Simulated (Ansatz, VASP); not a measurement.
Ge4P in VASP and in Ansatz

Contents of INCAR:

```
SYSTEM = Ge4P
PREC = Accurate ; ENCUT = 600
EDIFF = 1E-6 ; ISMEAR = 0
SIGMA = 0.1 ; LREAL = .False.
LASPH = .True. ; NELM = 100
ALGO = Normal ; ISIF = 3
LWAVE = .False. ; LCHARG = .False.
GGA = PE ; IBRION = 2
NSW = 90 ; EDIFFG = -0.04
```

KPOINTS

```
regular mesh
0
Gamma
  4 4 4
  0 0 0
```

Contents of POSCAR:

```
Ge4P
1.0
    0.0000000000      3.6131708100      3.6131708100
    3.6131708100      0.0000000000      3.6131708100
    3.6131708100      3.6131708100      0.0000000000
Ge P
4 1
Direct
    0.8804454800      0.8804454800      0.8804454800
    0.8804454800      0.8804454800      0.3586635500
    0.8804454800      0.3586635500      0.8804454800
    0.3586635500      0.8804454800      0.8804454800
    0.2500000000      0.2500000000      0.2500000000
```

Input for Ansatz:

```yaml
crystal:
  lattice:
    - [0.0, 3.61317081, 3.61317081]
    - [3.61317081, 0.0, 3.61317081]
    - [3.61317081, 3.61317081, 0.0]
  atoms:
    - { symbol: Ge, position: [0.88044548, 0.88044548, 0.88044548] }
    - { symbol: Ge, position: [0.88044548, 0.88044548, 0.35866355] }
    - { symbol: Ge, position: [0.88044548, 0.35866355, 0.88044548] }
    - { symbol: Ge, position: [0.35866355, 0.88044548, 0.88044548] }
    - { symbol: P, position: [0.25, 0.25, 0.25] }
basis:
  ecutwfc: 420
kpoints:
  mp_grid: { grid: [4, 4, 4] }
hamiltonian:
  xc: pbe
scf:
  occupations: { method: gaussian, width: 0.1 }
  lower_state_search: "off"
output:
  forces: true
  stress: true
  eigenvalues: true
relax:
  adjacent_minimum: "off"
  f_tol: 0.04
  max_steps: 70
  cell: { stress_tol: 0.4 }
```

Alike in both runs: task relaxation of cell and atoms; functional PBE; k mesh 4 × 4 × 4; occupations gaussian, width 0.1 eV; no spin polarisation.

|  | VASP | Ansatz |
| --- | --- | --- |
| version | VASP 6.6.1 | Ansatz 0.2.0 |
| potentials or method | VASP PAW PBE potentials, release 64 (Ge_d, P), cutoff 600 eV | scalar-relativistic, plane waves, PAW |
| valence electrons in the cell | 61 | 61 |

```csv
,VASP,Ansatz,Ansatz less VASP
"gap on the k mesh at the Fermi level, each at its own relaxed structure (eV)",none,none,-
relaxed volume (Å³/atom),22.63,22.59,-0.046
relaxed length of the cell vector where the two differ most in proportion (Å),5.429,5.426,-0.0037
```

A gap of «none» marks a metal or a gap that the smearing closes.

The k mesh is coarse, so the values compare programs but aren't converged. Noted on VASP's run: the volume moved by over 15 % at a fixed basis, so the end points are rough.
